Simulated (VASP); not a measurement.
# InSb (P4/mmm) in VASP: further runs

Runs on InSb. Level: PBEsol. Tasks: single point.

Program: VASP 6.6.1. These are calculated values, not measurements. Logs are shortened: lines on timing, memory, paths and dates and some standing lists are left out, and cuts for length are marked.

## (1) The cell of the first run

Symmetry: P4/mmm, No. 123, tetragonal system. The conventional cell has a = 3.036 Å, b = 3.036 Å, c = 6.096 Å, α = 90.00°, β = 90.00°, γ = 90.00°. In (site symmetry 4/mmm) has 4 In at 3.04 Å and 2 Sb at 3.05 Å within 4.0 Å. Sb (site symmetry 4/mmm) has 4 Sb at 3.04 Å and 2 In at 3.05 Å within 4.0 Å.

## (2) Single point, PBEsol

INCAR

```
SYSTEM = InSb
PREC = Accurate
ENCUT = 500
EDIFF = 1E-6
ISMEAR = 0
SIGMA = 0.1
LREAL = .FALSE.
LASPH = .TRUE.
NELM = 120
ALGO = Normal
ISIF = 2
LWAVE = .FALSE.
LCHARG = .FALSE.
GGA = PS
NBANDS = 16
GGA_COMPAT = .FALSE.
```

KPOINTS

```
regular mesh
0
G
  14 14 8
  0 0 0
```

POSCAR

```
InSb
1.0
    3.0361886953      0.0000000000      0.0000000000
    0.0000000000      3.0361886953      0.0000000000
    0.0000000000      0.0000000000      6.0963559048
In Sb
1 1
Direct
    0.0000000000      0.0000000000      0.0000000000
    0.0000000000      0.0000000000      0.5000000000
```

Potentials or basis: VASP PAW PBE potentials, release 64 (In_d, Sb).

Started as:

```console
$ cat potpaw_PBE.64/In_d/POTCAR potpaw_PBE.64/Sb/POTCAR > POTCAR
$ mpirun -np 1 vasp_std > vasp.out
```

OUTCAR:

```text
SYSTEM = InSb
   PREC = Accurate
   ENCUT = 500
   EDIFF = 1E-6
   ISMEAR = 0
   LREAL = .FALSE.
   LASPH = .TRUE.
   NELM = 120
   ISIF = 2
   GGA = PS

 ion  position               nearest neighbor table
   1  0.000  0.000  0.000-   2 3.05   2 3.05
   2  0.000  0.000  0.500-   1 3.05   1 3.05

  LATTYP: Found a simple tetragonal cell.
 ALAT       =     3.0361886953
 C/A-ratio  =     2.0078975705

  Lattice vectors:

 A1 = (   3.0361886953,   0.0000000000,   0.0000000000)
 A2 = (   0.0000000000,   3.0361886953,   0.0000000000)
 A3 = (   0.0000000000,   0.0000000000,   6.0963559048)

Analysis of symmetry for initial positions (statically):
=====================================================================
 Subroutine PRICEL returns:
 Original cell was already a primitive cell.

 Routine SETGRP: Setting up the symmetry group for a
 simple tetragonal supercell.

 Subroutine GETGRP returns: Found 16 space group operations
 (whereof 16 operations were pure point group operations)
 out of a pool of 16 trial point group operations.

The static configuration has the point symmetry D_4h.

Analysis of symmetry for dynamics (positions and initial velocities):
=====================================================================
 Subroutine PRICEL returns:
 Original cell was already a primitive cell.

 Routine SETGRP: Setting up the symmetry group for a
 simple tetragonal supercell.

 Subroutine GETGRP returns: Found 16 space group operations
 (whereof 16 operations were pure point group operations)
 out of a pool of 16 trial point group operations.

The dynamic configuration has the point symmetry D_4h.

 Subroutine INISYM returns: Found 16 space group operations
 (whereof 16 operations are pure point group operations),
 and found     1 'primitive' translations

----------------------------------------------------------------------------------------

                                     Primitive cell

  volume of cell :      56.1989

  direct lattice vectors                    reciprocal lattice vectors
     3.036188695  0.000000000  0.000000000     0.329360294  0.000000000  0.000000000
     0.000000000  3.036188695  0.000000000     0.000000000  0.329360294  0.000000000
     0.000000000  0.000000000  6.096355905     0.000000000  0.000000000  0.164032418

  length of vectors
     3.036188695  3.036188695  6.096355905     0.329360294  0.329360294  0.164032418

  position of ions in fractional coordinates (direct lattice)
     0.000000000  0.000000000  0.000000000
     0.000000000  0.000000000  0.500000000

  ion indices of the primitive-cell ions
   primitive index   ion index
                 1           1
                 2           2

----------------------------------------------------------------------------------------

 KPOINTS: regular mesh

Automatic generation of k-mesh.
 Grid dimensions read from file:
 generate k-points for:   14   14    8

 Generating k-lattice:

  Cartesian coordinates                     Fractional coordinates (reciprocal lattice)
     0.023525735  0.000000000  0.000000000     0.071428571  0.000000000  0.000000000
     0.000000000  0.023525735  0.000000000     0.000000000  0.071428571  0.000000000
     0.000000000  0.000000000  0.020504052     0.000000000  0.000000000  0.125000000

  Length of vectors
     0.023525735  0.023525735  0.020504052

  Shift w.r.t. Gamma in fractional coordinates (k-lattice)
     0.000000000  0.000000000  0.000000000

 Subroutine IBZKPT returns following result:
 ===========================================

 Found    180 irreducible k-points:

 Following reciprocal coordinates:
            Coordinates               Weight
  0.000000  0.000000  0.000000      1.000000
  0.071429  0.000000  0.000000      4.000000
  0.142857  0.000000  0.000000      4.000000
  0.214286  0.000000  0.000000      4.000000
  0.285714  0.000000  0.000000      4.000000
  0.357143  0.000000  0.000000      4.000000
[... 16 lines left out ...]
  0.285714  0.214286  0.000000      8.000000
  0.357143  0.214286  0.000000      8.000000
 [... further k-points ...]
   k-points           NKPTS =    180   k-points in BZ     NKDIM =    180   number of bands    NBANDS=     16
   number of dos      NEDOS =    301   number of ions     NIONS =      2
   total plane-waves  NPLWV =  27648
   dimension x,y,z NGX =    24 NGY =   24 NGZ =   48
   dimension x,y,z NGXF=    48 NGYF=   48 NGZF=   96
   ions per type =               1   1
   NGX,Y,Z   is equivalent  to a cutoff of  13.14, 13.14, 13.09 a.u.
   NGXF,Y,Z  is equivalent  to a cutoff of  26.28, 26.28, 26.18 a.u.
 SYSTEM =  InSb
   PREC   = accura    normal or accurate (medium, high low for compatibility)
   ISTART =      0    job   : 0-new  1-cont  2-samecut
   ICHARG =      2    charge: 1-file 2-atom 10-const
   ISPIN  =      1    spin polarized calculation?
   LNONCOLLINEAR =      F non collinear calculations
   LSORBIT =      F    spin-orbit coupling
   LASPH  =      T    aspherical Exc in radial PAW
   ENCUT  =  500.0 eV  36.75 Ry    6.06 a.u.   5.54  5.54 11.12*2*pi/ulx,y,z
   NELM   =    120;   NELMIN=  2; NELMDL= -5     # of ELM steps
   EDIFF  = 0.1E-05   stopping-criterion for ELM
   LREAL  =      F    real-space projection
   EDIFFG = 0.1E-04   stopping-criterion for IOM
   NSW    =      0    number of steps for IOM
   IBRION =     -1    ionic relax: 0-MD 1-quasi-New 2-CG
   NFREE  =      0    steps in history (QN), initial steepest desc. (CG)
   ISIF   =      2    stress and relaxation
   ISYM   =      2    0-nonsym 1-usesym 2-fastsym
   POTIM  = 0.5000    time-step for ionic-motion
   TEBEG  =    0.0;   TEEND  =   0.0 temperature during run
   PSTRESS=    0.0 pullay stress
   NELECT =      18.0000    total number of electrons
   NUPDOWN=      -1.0000    fix difference up-down
   EMIN   =  10.00;   EMAX   =-10.00  energy-range for DOS
   EFERMI =   0.00;   METHOD = LEGACY
   ISMEAR =     0;   SIGMA  =   0.10  broadening in eV -4-tet -1-fermi 0-gaus
   EFERMI_NEDOS =   21; number of points for ismear=-14 and -15
   IALGO  =     38    algorithm
   IMIX   =      4    mixing-type and parameters
     AMIX     =   0.40;   BMIX     =  1.00
     AMIX_MAG =   1.60;   BMIX_MAG =  1.00
  volume/ion in A,a.u.               =      28.10       189.62
  Fermi-wavevector in a.u.,A,eV,Ry     =   1.120099  2.116680 17.070164  1.254622
  Thomas-Fermi vector in A             =   2.256743
   LORBIT       =      0    0 simple, 1 ext, 2 COOP (PROOUT), +10 PAW based schemes
   GGA     = PS    functional components
   LHFCALC =     F    Hartree Fock is set to
   AEXX    =    0.0000 exact exchange contribution
   IVDW    =     0    specifies the selected vdW correction
   LEPSILON=     F    determine dielectric tensor
   LRPA    =     F    only Hartree local field effects (RPA)
 non-spin polarized calculation
 Gauss-broadening in eV      SIGMA  =   0.10
  energy-cutoff  :      500.00
  volume of cell :       56.20
 maximum number of plane-waves:      1449
 NGX is ok and might be reduce to    24
   NGX = 11   NGY = 11   NGZ = 23

 number of electron      18.0000002 magnetization

 Free energy of the ion-electron system (eV)
  ---------------------------------------------------
  ext. energy  EPLUGINS =         0.00000000
  ---------------------------------------------------
  free energy    TOTEN  =        -7.42554846 eV

  energy without entropy =       -7.42038490  energy(sigma->0) =       -7.42296668

 E-fermi :   7.0207     XC(G=0): -10.0026

 val. band max:        7.0043320290   @ k =   0.5000   0.4286   0.5000
 cond. band min:       7.0212889640   @ k =   0.2143   0.1429   0.1250
 fundamental gap:      0.0169569350
 Fermi energy:         7.0207264676

 k-point     1 :       0.0000    0.0000    0.0000
  band No.  band energies     occupation
      1      -7.9140      2.00000
      2      -7.6912      2.00000
      3      -7.2764      2.00000
      4      -7.2764      2.00000
      5      -7.1747      2.00000
      6      -4.8109      2.00000
[... 8 lines left out ...]
     15      16.1611      0.00000
     16      16.8247      0.00000

 k-point     2 :       0.0714    0.0000    0.0000
  band No.  band energies     occupation
      1      -7.8946      2.00000
      2      -7.6791      2.00000
      3      -7.2904      2.00000
      4      -7.2753      2.00000
      5      -7.1849      2.00000
      6      -4.7301      2.00000
[... 8 lines left out ...]
     15      16.2680      0.00000
     16      17.2866      0.00000

 k-point     3 :       0.1429    0.0000    0.0000
  band No.  band energies     occupation
      1      -7.8480      2.00000
      2      -7.6375      2.00000
      3      -7.3290      2.00000
      4      -7.2721      2.00000
      5      -7.2134      2.00000
      6      -4.4888      2.00000
[... 8 lines left out ...]
     15      16.4723      0.00000
     16      16.5828      0.00000

 k-point     4 :       0.2143    0.0000    0.0000
  band No.  band energies     occupation
      1      -7.8007      2.00000
      2      -7.5578      2.00000
      3      -7.3840      2.00000
      4      -7.2675      2.00000
      5      -7.2542      2.00000
      6      -4.0914      2.00000
[... 8 lines left out ...]
     15      16.8285      0.00000
     16      17.0860      0.00000
[... 324 lines left out ...]
 k-point    22 :       0.2143    0.2143    0.0000
  band No.  band energies     occupation
      1      -7.5806      2.00000
      2      -7.5247      2.00000
      3      -7.3792      2.00000
      4      -7.3640      2.00000
      5      -7.3511      2.00000
      6      -3.3752      2.00000
[... 8 lines left out ...]
     15      15.0728      0.00000
     16      17.0480      0.00000

 k-point    23 :       0.2857    0.2143    0.0000
  band No.  band energies     occupation
      1      -7.5339      2.00000
      2      -7.4305      2.00000
      3      -7.4304      2.00000
      4      -7.4012      2.00000
      5      -7.3636      2.00000
      6      -2.8376      2.00000
[... 8 lines left out ...]
     15      15.3808      0.00000
     16      16.2380      0.00000

 k-point    24 :       0.3571    0.2143    0.0000
  band No.  band energies     occupation
      1      -7.5206      2.00000
      2      -7.4812      2.00000
      3      -7.4551      2.00000
      4      -7.3578      2.00000
      5      -7.3073      2.00000
      6      -2.1963      2.00000
[... 8 lines left out ...]
     15      15.1512      0.00000
     16      15.9798      0.00000

 [... further k-points ...]
[... 5 lines left out ...]
  --------------------------------------------------------------------------------------
  -------------------------------------------------------------------------------------
  Total        0.0209348      0.0209348     -0.0075701      0.0000000      0.0000000     -0.0000000
  in kB        0.5968306      0.5968306     -0.2158165      0.0000000      0.0000000     -0.0000000
  external PRESSURE =       0.3259482 kB  Pullay stress =       0.0000000 kB

 VOLUME and BASIS-vectors are now :
 -----------------------------------------------------------------------------
  energy-cutoff  :      500.00
  volume of cell :       56.20
      direct lattice vectors                 reciprocal lattice vectors
     3.036188695  0.000000000  0.000000000     0.329360294  0.000000000  0.000000000
     0.000000000  3.036188695  0.000000000     0.000000000  0.329360294  0.000000000
     0.000000000  0.000000000  6.096355905     0.000000000  0.000000000  0.164032418

 POSITION                                       TOTAL-FORCE (eV/Angst)
 -----------------------------------------------------------------------------------
      0.00000      0.00000      0.00000         0.000000      0.000000      0.000000
      0.00000      0.00000      3.04818         0.000000      0.000000      0.000000
 -----------------------------------------------------------------------------------
    total drift:                                0.000000      0.000000     -0.000000

  FREE ENERGIE OF THE ION-ELECTRON SYSTEM (eV)
  ---------------------------------------------------
  free  energy   TOTEN  =        -7.4255484578 eV

  energy  without entropy=       -7.4203849045  energy(sigma->0) =       -7.42296668
```

Run time: 1.9 min. Hardware: 1 thread of Intel Xeon 8259CL, shared host; peak memory 0.29 GiB.

What came out:

| Item | Value |
| --- | --- |
| Free energy | -7.4255 eV |
| Pressure | 0.0 GPa |
| Band gap on the k mesh | zero (band 9 reaches 11.41 eV, above the bottom of band 10 at 5.34 eV) |

Stress tensor (GPa, compression positive):
```
 0.06  0.00  0.00
 0.00  0.06  0.00
 0.00  0.00 -0.02
```

Levels at points of the mesh, in eV from the Fermi level:
| k point | band 7 | band 8 | band 9 | band 10 | band 11 | band 12 |
| --- | --- | --- | --- | --- | --- | --- |
| (0.00, 0.00, 0.00) | -6.96 | -4.82 | 4.36 | 4.36 | 5.41 | 7.91 |
| (0.50, 0.00, 0.00) | -5.25 | -3.26 | -2.38 | -1.68 | 2.88 | 6.67 |
| (0.50, 0.50, 0.00) | -2.98 | -2.98 | -0.07 | 0.91 | 1.00 | 1.00 |
| (0.00, 0.00, 0.50) | -8.37 | -0.87 | 0.18 | 4.57 | 4.57 | 7.97 |
| (0.50, 0.00, 0.50) | -4.94 | -4.93 | -2.58 | 1.88 | 3.16 | 5.81 |
| (0.50, 0.50, 0.50) | -2.75 | -2.75 | -1.55 | 0.24 | 0.24 | 2.96 |

Caveat: the PAW data sets were made with another functional, which shifts forces and pressure a little; spin-orbit coupling is left out, which moves the levels of the heavy elements.

## (3) Single point, PBEsol

INCAR

```
  PREC = Accurate
  ENCUT = 500
  EDIFF = 1E-6
  ISMEAR = 0
  SIGMA = 0.15
  LREAL = F
  LASPH = T
  NELM = 120
  ALGO = Normal
  ISIF = 2
  LWAVE = F
  LCHARG = T
  GGA = PS
  LELF = T
  LVHAR = T
  NBANDS = 16
  GGA_COMPAT = F
```

KPOINTS

```
regular mesh
0
Gamma
  14 14 8
```

POSCAR is that of step 2.

Potentials or basis: VASP PAW PBE potentials, release 64 (In_d, Sb).

Started as:

```console
$ cat potpaw_PBE.64/In_d/POTCAR potpaw_PBE.64/Sb/POTCAR > POTCAR
$ mpirun -np 1 vasp_std > vasp.out
```

Wall time 2.3 min (1 thread of Intel Xeon 8259CL, shared host); peak memory 0.29 GiB.

The run converged. Its results:

| Item | Value |
| --- | --- |
| Free energy | -7.4289 eV |
| Pressure | 0.0 GPa |
| Band gap on the k mesh | zero (band 9 reaches 11.41 eV, above the bottom of band 10 at 5.34 eV) |

Levels at points of the mesh, in eV from the Fermi level:
```
           k point  band 7  band 8  band 9  band 10  band 11  band 12
(0.00, 0.00, 0.00)   -6.95   -4.82    4.36     4.36     5.42     7.91
(0.50, 0.00, 0.00)   -5.25   -3.25   -2.38    -1.68     2.88     6.67
(0.50, 0.50, 0.00)   -2.99   -2.99   -0.07     0.91     1.01     1.01
(0.00, 0.00, 0.50)   -8.36   -0.87    0.18     4.57     4.57     7.97
(0.50, 0.00, 0.50)   -4.94   -4.92   -2.57     1.88     3.17     5.81
(0.50, 0.50, 0.50)   -2.75   -2.75   -1.54     0.24     0.24     2.96
```

Caveat: the PAW data sets were made with another functional, which shifts forces and pressure a little; spin-orbit coupling is left out, which moves the levels of the heavy elements.
